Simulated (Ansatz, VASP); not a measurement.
One calculation of Pd, two programs

```
Pd
1.0
     0.00000    1.95585    1.95585
     1.95585    0.00000    1.95585
     1.95585    1.95585    0.00000
Pd
1
Cartesian
  0.0000 0.0000 0.0000
```

Alike in both runs: task single point; functional r2SCAN; k mesh 14 × 14 × 14; no spin polarisation.

|  | VASP | Ansatz |
| --- | --- | --- |
| version | VASP 6.6.1 | Ansatz 0.2.0 |
| potentials or method | VASP PAW PBE potentials, release 64 (Pd), cutoff 520 eV | plane waves (500 eV) with PAW, scalar-relativistic |
| occupations | methfessel-paxton of order 1, width 0.6 eV | cold, width 0.6 eV |
| valence electrons in the cell | 10 | 18 |

```csv
,VASP,Ansatz,Ansatz less VASP
pressure (GPa),0.5,-1.0,-1.47
```

VASP's potentials were made for PBE, not for r2SCAN. VASP's potentials hold 10 valence electrons a cell and Ansatz's 18, so a difference there can come from the potentials and not from the codes.
